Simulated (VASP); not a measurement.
Write the native input for VASP 6.6.1 that does the following.

```yaml
Task: single point
Functional: r2SCAN
Potentials_or_basis: VASP PAW PBE potentials, release 64 (Zn, S)
Cutoff: 520 eV
k_mesh: 6 × 6 × 2
Occupations: gaussian, width 0.05 eV
Spin: no spin polarisation
Dipole_correction: no
Further_INCAR_settings: ALGO = Normal; EDIFF = 1e-06; NBANDS = 46
```

The system is ZnS.

```xyz
8
Lattice="3.8227 0.0000 0.0000 -1.9114 3.3106 0.0000 0.0000 0.0000 12.5200" Properties=species:S:1:pos:R:3 pbc="T T T"
Zn    0.0000    0.0000    0.0000
Zn    0.0000    0.0000    6.2600
Zn    0.0000    2.2070    3.3550
Zn    1.9114    1.1035    9.3900
S     0.0000    0.0000    2.3475
S     0.0000    0.0000    8.6075
S     0.0000    2.2070    5.4775
S     1.9114    1.1035   11.7375
```

This cell differs from its parent crystal: atom 3 (Zn) moved +0.225 Å along Cartesian [0 0 1].

The input as run:

POSCAR

```
ZnS
1.0
    3.8227020304      0.0000000000      0.0000000000
   -1.9113510152      3.3105570694      0.0000000000
    0.0000000000      0.0000000000     12.5200000000
Zn S
4 4
Direct
    0.0000000000      0.0000000000      0.0000000000
    0.0000000000      0.0000000000      0.5000000000
    0.3333333333      0.6666666667      0.2679712460
    0.6666666667      0.3333333333      0.7500000000
    0.0000000000      0.0000000000      0.1875000000
    0.0000000000      0.0000000000      0.6875000000
    0.3333333333      0.6666666667      0.4375000000
    0.6666666667      0.3333333333      0.9375000000
```

INCAR.step1

```
SYSTEM = ZnS
  ALGO = Normal
  EDIFF = 1E-4
  ENCUT = 520
  GGA = PE
  ISMEAR = 0
  LASPH = .True.
  LCHARG = .False.
  LREAL = .False.
  LWAVE = .True.
  NBANDS = 46
  NELM = 80
  PREC = Accurate
  SIGMA = 0.05
```

INCAR.step2

```
SYSTEM = ZnS
  ALGO = Normal
  EDIFF = 1E-6
  ENCUT = 520
  ISIF = 2
  ISMEAR = 0
  ISTART = 1
  LASPH = .True.
  LCHARG = .False.
  LMIXTAU = .True.
  LREAL = .False.
  LWAVE = .False.
  METAGGA = R2SCAN
  NBANDS = 46
  NELM = 80
  PREC = Accurate
  SIGMA = 0.05
```

KPOINTS

```
k-points
0
Gamma
  6 6 2
  0 0 0
```

Potentials or basis: VASP PAW PBE potentials, release 64 (Zn, S).

Command:

```bash
$ cat potpaw_PBE.64/Zn/POTCAR potpaw_PBE.64/S/POTCAR > POTCAR
$ cp INCAR.step1 INCAR
$ mpirun -np 1 vasp_std > vasp.out
$ cp INCAR.step2 INCAR
$ mpirun -np 1 vasp_std > vasp.out
```

Results of the run:

```yaml
Pressure: -0.3 GPa
Largest_force: 2.771 eV/Å
Band_gap_on_the_k_mesh: 2.38 eV
```

Caveat: the cell differs from its parent crystal (atom 3 (Zn) moved +0.225 Å along Cartesian [0 0 1]); the PAW data sets were made with another functional, which shifts forces and pressure a little.

It took 4 min on 1 thread of Intel(R) Xeon(R) Platinum 8488C (Sapphire Rapids), on a shared host, peak memory 0.32 GiB.
